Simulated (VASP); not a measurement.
A run of VASP 6.6.1 is set up as follows.

Contents of POSCAR:

```
Ge
1.0
    3.8757792404      0.0000000000      0.0000000000
   -1.9378896202      3.3565232816      0.0000000000
    0.0000000000      0.0000000000      6.4046296298
Ge
4
Direct
    0.6666666667      0.3333333333      0.0629814339
    0.3333333333      0.6666666667      0.5629814339
    0.6666666667      0.3333333333      0.4370185661
    0.3333333333      0.6666666667      0.9370185661
```

File INCAR.step1:

```
SYSTEM = Ge
ALGO = Normal ; EDIFF = 1E-4
ENCUT = 520 ; GGA = PE
ISMEAR = 0 ; LASPH = .True.
LCHARG = .False. ; LREAL = .False.
LWAVE = .True. ; NBANDS = 36
NELM = 100 ; PREC = Accurate
SIGMA = 0.03
```

File INCAR.step2:

```
SYSTEM = Ge
ALGO = Normal ; EDIFF = 1E-6
ENCUT = 520 ; ISIF = 2
ISMEAR = 0 ; ISTART = 1
LASPH = .True. ; LCHARG = .True.
LELF = .True. ; LMIXTAU = .True.
LREAL = .False. ; LVHAR = .True.
LWAVE = .False. ; METAGGA = R2SCAN
NBANDS = 36 ; NELM = 100
PREC = Accurate ; SIGMA = 0.03
```

KPOINTS

```
k-points
0
Gamma
  12 12 6
  0 0 0
```

Potentials or basis: VASP PAW PBE potentials, release 64 (Ge_d).

The run is started by

```sh
$ cat potpaw_PBE.64/Ge_d/POTCAR > POTCAR
$ cp INCAR.step1 INCAR
$ mpirun -np 1 vasp_std > vasp.out
$ cp INCAR.step2 INCAR
$ mpirun -np 1 vasp_std > vasp.out
```

Predict the pressure.

8.2 GPa.

What does it give for the band gap on the k mesh?

0.32 eV, direct.

Predict the largest force.

0.051 eV/Å.

Forces in eV/Å, atoms in the order of the input:
```
Ge   0.000  0.000  0.051
Ge   0.000  0.000  0.051
Ge   0.000  0.000 -0.051
Ge   0.000  0.000 -0.051
```

Caveat: the cell differs from its parent crystal (strain -0.030 along x and y, -0.030 along z); the PAW data sets were made with another functional, which shifts forces and pressure a little. A k mesh can miss the band edges.
